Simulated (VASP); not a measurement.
# Ge in VASP: a series of runs, part 2 of 2

VASP 6.6.1. The steps go on from the part before.

## Step 5: Single point, BLYP+D4

This run uses another cell than the first one, of 23.52 Å³/atom, 1.212 times its volume.

Input file INCAR:

```
SYSTEM = Ge
PREC = Accurate ; ENCUT = 520
EDIFF = 1E-6 ; ISMEAR = -1
SIGMA = 0.05 ; LREAL = .FALSE.
LASPH = .TRUE. ; NELM = 100
ALGO = Normal ; ISIF = 2
LWAVE = .FALSE. ; LCHARG = .TRUE.
GGA = B5 ; ALDAX = 1.0
AGGAX = 1.0 ; AGGAC = 1.0
ALDAC = 0.0 ; IVDW = 13
VDW_S6 = 1.0 ; VDW_S8 = 2.34076671
VDW_A1 = 0.44488865 ; VDW_A2 = 4.0933009
LELF = .TRUE. ; LVHAR = .TRUE.
NBANDS = 36
```

Input file KPOINTS:

```
Automatic mesh
0
G
  5 5 5
  0 0 0
```

Input file POSCAR:

```
Ge
1.0
    0.0000000000      3.1624841315      5.5259015504
    2.6920753497      0.0000000000      5.5259015504
    2.6920753497      3.1624841315      0.0000000000
Ge
4
Direct
    0.7015954352      0.2984045648      0.7015954352
    0.2984045648      0.7015954352      0.2984045648
    0.2114259866      0.2114259866      0.7885740134
    0.7885740134      0.7885740134      0.2114259866
```

Potentials or basis: VASP PAW PBE potentials, release 64 (Ge_d).

Launch:

```
> cat potpaw_PBE.64/Ge_d/POTCAR > POTCAR
> mpirun -np 1 vasp_std > vasp.out
```

OUTCAR:

```text
SYSTEM = Ge
   PREC = Accurate
   ENCUT = 520
   EDIFF = 1E-6
   ISMEAR = -1
   LREAL = .FALSE.
   LASPH = .TRUE.
   NELM = 100
   ISIF = 2
   GGA = B5
   IVDW = 13

 ion  position               nearest neighbor table
   1  0.702  0.298  0.702-   2 2.55   2 2.76   2 2.76
   2  0.298  0.702  0.298-   1 2.55   1 2.76   1 2.76
   3  0.211  0.211  0.789-   4 2.82   4 2.82
   4  0.789  0.789  0.211-   3 2.82   3 2.82

  LATTYP: Found a face centered orthorhombic cell.
 ALAT       =     5.3841506994
 B/A-ratio  =     1.1747383415
 C/A-ratio  =     2.0526548601

  Lattice vectors:

 A1 = (   0.0000000000,   3.1624841315,   5.5259015504)
 A2 = (   2.6920753497,   0.0000000000,   5.5259015504)
 A3 = (   2.6920753497,   3.1624841315,   0.0000000000)

Analysis of symmetry for initial positions (statically):
=====================================================================
 Subroutine PRICEL returns:
 Original cell was already a primitive cell.

 Routine SETGRP: Setting up the symmetry group for a
 face centered orthorhombic supercell.

 Subroutine GETGRP returns: Found  8 space group operations
 (whereof  8 operations were pure point group operations)
 out of a pool of  8 trial point group operations.

The static configuration has the point symmetry D_2h.

Analysis of symmetry for dynamics (positions and initial velocities):
=====================================================================
 Subroutine PRICEL returns:
 Original cell was already a primitive cell.

 Routine SETGRP: Setting up the symmetry group for a
 face centered orthorhombic supercell.

 Subroutine GETGRP returns: Found  8 space group operations
 (whereof  8 operations were pure point group operations)
 out of a pool of  8 trial point group operations.

The dynamic configuration has the point symmetry D_2h.

 Subroutine INISYM returns: Found  8 space group operations
 (whereof  8 operations are pure point group operations),
[... 117 lines left out ...]
   IALGO  =     38    algorithm
   IMIX   =      4    mixing-type and parameters
     AMIX     =   0.40;   BMIX     =  1.00
     AMIX_MAG =   1.60;   BMIX_MAG =  1.00
  volume/ion in A,a.u.               =      23.52       158.74
  Fermi-wavevector in a.u.,A,eV,Ry     =   1.377066  2.602277 25.800856  1.896309
  Thomas-Fermi vector in A             =   2.502253
   LORBIT       =      0    0 simple, 1 ext, 2 COOP (PROOUT), +10 PAW based schemes
   GGA     = B5    functional components
   LHFCALC =     F    Hartree Fock is set to
   AEXX    =    0.0000 exact exchange contribution
   IVDW    =    13    specifies the selected vdW correction
   LEPSILON=     F    determine dielectric tensor
   LRPA    =     F    only Hartree local field effects (RPA)
 non-spin polarized calculation
  energy-cutoff  :      520.00
  volume of cell :       94.09
 maximum number of plane-waves:      2549
   NGX = 23   NGY = 23   NGZ = 15

 number of electron      56.0000014 magnetization

 Free energy of the ion-electron system (eV)
  ---------------------------------------------------
  ext. energy  EPLUGINS =         0.00000000
  ---------------------------------------------------
  free energy    TOTEN  =       -13.65391100 eV

  energy without entropy =      -13.63911477  energy(sigma->0) =      -13.64651288

 E-fermi :   4.8856     XC(G=0):  -9.5417

 val. band max:        4.8555957097   @ k =  -0.4000   0.0000   0.4000
 cond. band min:       4.9278983783   @ k =   0.0000   0.4000   0.4000
 fundamental gap:      0.0723026686
 Fermi energy:         4.8855631821

 k-point     1 :       0.0000    0.0000    0.0000
  band No.  band energies     occupation
      1     -19.7543      2.00000
      2     -19.7249      2.00000
      3     -19.7218      2.00000
      4     -19.7214      2.00000
      5     -19.7214      2.00000
      6     -19.7132      2.00000
[... 925 lines left out ...]
     35      11.9334      0.00000
     36      13.4699      0.00000

 [... further k-points ...]

------------------------ aborting loop because EDIFF is reached ----------------------------------------

  DFT-D4 for vdW energy calculation

  Edisp (eV):   -3.22548

  FORCE on cell =-STRESS in cart. coord.  units (eV):
  Direction    XX          YY          ZZ          XY          YZ          ZX
  --------------------------------------------------------------------------------------
  -------------------------------------------------------------------------------------
  Total       0.15869     0.15411     0.12944     0.00000     0.00000     0.00000
  in kB       2.70216     2.62422     2.20402     0.00000     0.00000     0.00000
  external pressure =        2.51 kB  Pullay stress =        0.00 kB

 VOLUME and BASIS-vectors are now :
 -----------------------------------------------------------------------------
  energy-cutoff  :      520.00
  volume of cell :       94.09
      direct lattice vectors                 reciprocal lattice vectors
     0.000000000  3.162484131  5.525901550    -0.185730314  0.158103560  0.090482973
     2.692075350  0.000000000  5.525901550     0.185730314 -0.158103560  0.090482973
     2.692075350  3.162484131  0.000000000     0.185730314  0.158103560 -0.090482973

 POSITION                                       TOTAL-FORCE (eV/Angst)
 -----------------------------------------------------------------------------------
      2.69208      4.43757      5.52590         0.000000      0.014996      0.000000
      2.69208      1.88740      5.52590         0.000000     -0.014996      0.000000
      2.69208      3.16248      2.33664         0.000000     -0.000000     -0.001530
      2.69208      3.16248      8.71516         0.000000      0.000000      0.001530
 -----------------------------------------------------------------------------------
    total drift:                               -0.000000     -0.000000      0.000000

  FREE ENERGIE OF THE ION-ELECTRON SYSTEM (eV)
  ---------------------------------------------------
  free  energy   TOTEN  =       -16.8793897723 eV

  energy  without entropy=      -16.8645935354  energy(sigma->0) =      -16.87199165
```

OSZICAR:

```text
N       E                     dE             d eps       ncg     rms          rms(c)
DAV:   1     0.490556328416E+03    0.49056E+03   -0.28474E+04  2268   0.423E+03
DAV:   2     0.704378503017E+02   -0.42012E+03   -0.41097E+03  1944   0.796E+02
DAV:   3    -0.894314593012E+01   -0.79381E+02   -0.78086E+02  2124   0.203E+02
DAV:   4    -0.135682434348E+02   -0.46251E+01   -0.45882E+01  2296   0.559E+01
DAV:   5    -0.136697056360E+02   -0.10146E+00   -0.10143E+00  2140   0.932E+00    0.198E+00
DAV:   6    -0.136456802308E+02    0.24025E-01   -0.14569E-01  2704   0.490E+00    0.113E+00
DAV:   7    -0.136507908124E+02   -0.51106E-02   -0.56459E-02  2112   0.231E+00    0.446E-01
DAV:   8    -0.136534659402E+02   -0.26751E-02   -0.78268E-03  2616   0.107E+00    0.105E-01
DAV:   9    -0.136538633140E+02   -0.39737E-03   -0.14993E-03  2356   0.844E-01    0.412E-02
DAV:  10    -0.136539142279E+02   -0.50914E-04   -0.38592E-04  2068   0.241E-01    0.918E-03
DAV:  11    -0.136539112583E+02    0.29697E-05   -0.46709E-05  2264   0.109E-01    0.442E-03
DAV:  12    -0.136539110030E+02    0.25528E-06   -0.82078E-06  2296   0.337E-02
   1 F= -.16879390E+02 E0= -.16871992E+02  d E =-.147962E-01
```

stdout:

```text
POSCAR found type information on POSCAR Ge
 POSCAR found :  1 types and       4 ions
 scaLAPACK will be used
 -----------------------------------------------------------------------------
|                                                                             |
|                                                                             |
|     You enforced a specific xc type in the INCAR file but a different       |
|     I HOPE YOU KNOW WHAT YOU ARE DOING!                                     |
|                                                                             |
 -----------------------------------------------------------------------------

 LDA part: xc-table for (Slater(with rela. corr.)+VWN5), standard interpolation
 POSCAR, INCAR and KPOINTS ok, starting setup
 FFT: planning ... GRIDC
 FFT: planning ... GRID_SOFT
 FFT: planning ... GRID
 WAVECAR not read
 entering main loop
```

Run time: 77 s. Hardware: 1 thread of Intel Xeon Platinum 8488C (Sapphire Rapids), shared host; peak memory 0.27 GiB.

What came out:

- Free energy: -16.8794 eV
- Pressure: 0.3 GPa
- Largest force: 0.015 eV/Å
- Band gap on the k mesh: zero (band 28 reaches 6.56 eV, above the bottom of band 29 at 3.74 eV)
- Dispersion energy per atom: -0.806 eV

Forces in eV/Å, atoms in the order of the input:
```
Ge   0.000  0.015  0.000
Ge   0.000 -0.015  0.000
Ge   0.000  0.000 -0.002
Ge   0.000  0.000  0.002
```

Caveat: the PAW data sets were made with another functional, which shifts forces and pressure a little; pairwise dispersion overbinds metals, which lowers pressure and volume.

## Step 6: Relaxation of cell and atoms, BLYP+D4

Input file INCAR:

```
SYSTEM = Ge
  PREC = Accurate
  ENCUT = 600
  EDIFF = 1E-6
  ISMEAR = -1
  SIGMA = 0.05
  LREAL = .FALSE.
  LASPH = .TRUE.
  NELM = 60
  ALGO = Normal
  ISIF = 3
  LWAVE = .FALSE.
  LCHARG = .FALSE.
  GGA = B5
  ALDAX = 1.0
  AGGAX = 1.0
  AGGAC = 1.0
  ALDAC = 0.0
  IVDW = 13
  VDW_S6 = 1.0
  VDW_S8 = 2.34076671
  VDW_A1 = 0.44488865
  VDW_A2 = 4.0933009
  IBRION = 2
  NSW = 60
  EDIFFG = -0.01
```

Input file KPOINTS:

```
regular mesh
0
G
  5 5 5
  0 0 0
```

Input file POSCAR:

```
Ge
1.0
    0.0000000000      2.8857400000      5.1156650000
    2.6304970000      0.0000000000      5.1156650000
    2.6304970000      2.8857400000      0.0000000000
Ge
4
Direct
    0.7264900000      0.2735100000      0.7264900000
    0.2735100000      0.7264900000      0.2735100000
    0.2181330000      0.2181330000      0.7818670000
    0.7818670000      0.7818670000      0.2181330000
```

Potentials or basis: VASP PAW PBE potentials, release 64 (Ge_d).

Launch:

```
> cat potpaw_PBE.64/Ge_d/POTCAR > POTCAR
> mpirun -np 1 vasp_std > vasp.out
```

Wall time 31 min (1 thread of Intel Xeon Platinum 8488C (Sapphire Rapids), shared host); peak memory 0.28 GiB.

It converged, with:

* Free energy: -16.7352 eV
* Relaxed volume: 20.95 Å³/atom
* Relaxed cell: a = 6.126 Å, b = 5.963 Å, c = 3.972 Å, α = 73.05°, β = 68.61°, γ = 38.34°
* Space group after relaxing (to 0.05 Å): Fmmm (No. 69)
* Energy gained by relaxing: 63.1 meV/atom
* Ionic steps: 33
* Pressure after relaxing: 0.0 GPa
* Largest force after relaxing: 0.004 eV/Å
* Band gap on the k mesh: zero (band 28 reaches 7.54 eV, above the bottom of band 29 at 4.94 eV)
* Dispersion energy per atom: -0.738 eV

Forces on the atoms (eV/Å):
```
Ge   0.000  0.004  0.000
Ge   0.000 -0.004  0.000
Ge   0.000  0.000 -0.001
Ge   0.000  0.000  0.001
```

The path:
```
step  energy change (eV)  largest force (eV/Å)  pressure (GPa)  volume (Å³)
   1              0.0000                0.1142            0.30        77.67
   2             -0.0031                0.0958            0.26        78.07
   3             -0.0038                0.0870            0.11        78.27
   4             -0.0037                0.0683           -0.12        78.66
   5             -0.0040                0.0815            0.00        78.43
   6             -0.0053                0.0763           -0.20        78.56
   7             -0.0081                0.0657           -0.35        78.94
   8             -0.0110                0.0942           -0.38        79.71
   9             -0.0474                0.4402            6.15        81.24
  10             -0.1241                0.8209           -1.04        84.30
  11             -0.2010                0.5623            4.61        82.69
  12             -0.1902                0.4679           -0.08        83.41
  13             -0.2039                0.5043            2.04        82.97
  14             -0.2042                0.5203            2.75        82.88
  15             -0.2135                0.4431            0.82        83.40
  16             -0.2172                0.3766           -0.67        83.95
  17             -0.2174                0.3690           -0.71        84.04
  18             -0.2220                0.3520           -0.80        84.02
  19             -0.2341                0.2945           -0.64        83.96
  20             -0.2495                0.1469           -0.18        83.84
  21             -0.2312                0.3555            1.32        83.59
  22             -0.2518                0.0593            0.21        83.79
  23             -0.2518                0.0408            0.29        83.78
  24             -0.2519                0.0271           -0.40        84.01
  25             -0.2521                0.0179           -0.28        83.90
  26             -0.2520                0.0214            0.08        83.88
  27             -0.2521                0.0168           -0.23        83.89
  28             -0.2524                0.0089           -0.19        83.87
  29             -0.2525                0.0178           -0.14        83.84
  30             -0.2524                0.0161            0.17        83.71
  31             -0.2525                0.0094            0.12        83.77
  32             -0.2525                0.0121            0.03        83.80
  33             -0.2525                0.0043           -0.01        83.80
```

Final structure:
```
Ge
1.0
     0.00000    2.97890    5.35244
     2.62782    0.00000    5.35244
     2.62782    2.97890    0.00000
Ge
4
Cartesian
  2.6278 4.2717 5.3524
  2.6278 1.6861 5.3524
  2.6278 2.9789 2.1235
  2.6278 2.9789 8.5814
```

Levels at points of the mesh, in eV from the Fermi level:
```csv
k point,band 24,band 25,band 26,band 27,band 28,band 29,band 30,band 31,band 32,band 33
"(0.00, 0.00, 0.00)",-4.23,-2.30,-2.08,-2.05,-1.19,-1.09,2.55,3.35,4.47,5.10
```

Caveat: the PAW data sets were made with another functional, which shifts forces and pressure a little; pairwise dispersion overbinds metals, which lowers pressure and volume.

## Step 7: The runs side by side

| task | level | cell | k mesh | cutoff (eV) | gap on the mesh (eV) | pressure (GPa) | largest force (eV/Å) |
| --- | --- | --- | --- | --- | --- | --- | --- |
| single point | PBEsol | a = 5.874, b = 5.752, c = 3.866 Å, angles 72.3, 68.9, 39.6°, 4 atoms | 6 × 6 × 6 | 520 | none | -3.5 | - |
| single point | PBE | a = 5.873, b = 5.752, c = 3.905 Å, angles 72.1, 68.7, 39.2°, 4 atoms | 7 × 7 × 7 | 520 | none | 0.2 | 0.21 |
| single point | r2SCAN | a = 5.989, b = 5.865, c = 3.981 Å, angles 72.1, 68.7, 39.2°, 4 atoms | 7 × 7 × 7 | 520 | none | -5.8 | 0.09 |
| single point | BLYP+D4 | a = 6.367, b = 6.147, c = 4.153 Å, angles 73.5, 67.8, 38.7°, 4 atoms | 5 × 5 × 5 | 520 | none | 0.3 | 0.01 |
| relaxation of cell and atoms | BLYP+D4 | relaxed from a = 5.873, b = 5.752, c = 3.905 Å, angles 72.1, 68.7, 39.2°, 4 atoms | 5 × 5 × 5 | 600 | none | 0.0 | - |

Alike in all rows: potentials or basis VASP PAW PBE potentials, release 64 (Ge_d); no spin polarisation; smearing fermi-dirac 0.05 eV.

Caveats: the PAW data sets were made with another functional, which shifts forces and pressure a little (some runs); pairwise dispersion overbinds metals, which lowers pressure and volume (some runs).

Total energies depend on the potentials used, so only differences within one code and one set of settings carry meaning.
